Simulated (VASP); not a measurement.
MoS2, 6 atoms in the cell. Symmetry: P6_3/mmc, No. 194, hexagonal system. Conventional cell: a = 3.173 Å, b = 3.173 Å, c = 12.436 Å, α = 90.00°, β = 90.00°, γ = 120.00°. Within 3.2 Å of Mo (site symmetry -6m2) lie 6 S at 2.40 Å and 6 Mo at 3.17 Å. S (site symmetry 3m) has 3 Mo at 2.40 Å and 7 S at 3.11 to 3.17 Å within 3.2 Å. 

```yaml
Program: VASP 6.6.1
Task: single point
Functional: r2SCAN
Potentials_or_basis: VASP PAW PBE potentials, release 64 (Mo_sv, S)
Cutoff: 520 eV
k_mesh: 12 × 12 × 2
Occupations: gaussian, width 0.01 eV
Spin: no spin polarisation
Dipole_correction: no
Further_INCAR_settings: ALGO = Normal; EDIFF = 1e-07; NBANDS = 35
```

Potentials or basis: VASP PAW PBE potentials, release 64 (Mo_sv, S).

Launch:

```bash
$ cat potpaw_PBE.64/Mo_sv/POTCAR potpaw_PBE.64/S/POTCAR > POTCAR
$ cp INCAR.step1 INCAR
$ mpirun -np 1 vasp_std > vasp.out
$ cp INCAR.step2 INCAR
$ mpirun -np 1 vasp_std > vasp.out
```

Hardware: 1 thread of AMD EPYC 7R43 64-Core Processor (Zen 3), with other jobs on the host.

Question: Estimate the wall time of this run.

Answer: Wall time 13 min on 1 thread of AMD EPYC 7R43 64-Core Processor (Zen 3) (shared host), peak memory 0.26 GiB. Counts: k points 38.
